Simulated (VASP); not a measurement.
A run of VASP 6.6.1 is set up as follows.

File INCAR:

```
PREC = Accurate
ENCUT = 500
EDIFF = 1E-6
ISMEAR = 1
SIGMA = 0.1
LREAL = F
LASPH = T
NELM = 120
ALGO = Normal
ISIF = 2
LWAVE = F
LCHARG = T
GGA = PS
LELF = T
LVHAR = T
NBANDS = 36
GGA_COMPAT = F
```

KPOINTS

```
Automatic mesh
0
Gamma
  8 5 5
```

POSCAR

```
W
1.0
    2.8096620000      0.0000000000      0.0000000000
    0.0000000000      4.8638700000      0.0000000000
    0.0000000000      0.0000000000      4.9236950000
W
4
Direct
    0.7931720000      0.5631570000      0.2500000000
    0.2068280000      0.0631570000      0.2500000000
    0.2068280000      0.4368430000      0.7500000000
    0.7931720000      0.9368430000      0.7500000000
```

Potentials or basis: VASP PAW PBE potentials, release 64 (W_sv).

The run is started by

```console
$ cat potpaw_PBE.64/W_sv/POTCAR > POTCAR
$ mpirun -np 1 vasp_std > vasp.out
```

Q: What does it give for the band gap on the k mesh?

A: Zero (bands 28 and 29 overlap by 1.29 eV).

Q: Estimate the pressure.

A: -10.4 GPa.

Q: What does it give for the largest force?

A: 0.024 eV/Å.

Stress tensor (GPa, compression positive):
```
-11.95   0.00   0.00
  0.00  -9.41   0.00
  0.00   0.00  -9.78
```

Caveat: the cell stands under tension; the PAW data sets were made with another functional, which shifts forces and pressure a little; spin-orbit coupling is left out, which moves the levels of the heavy elements.
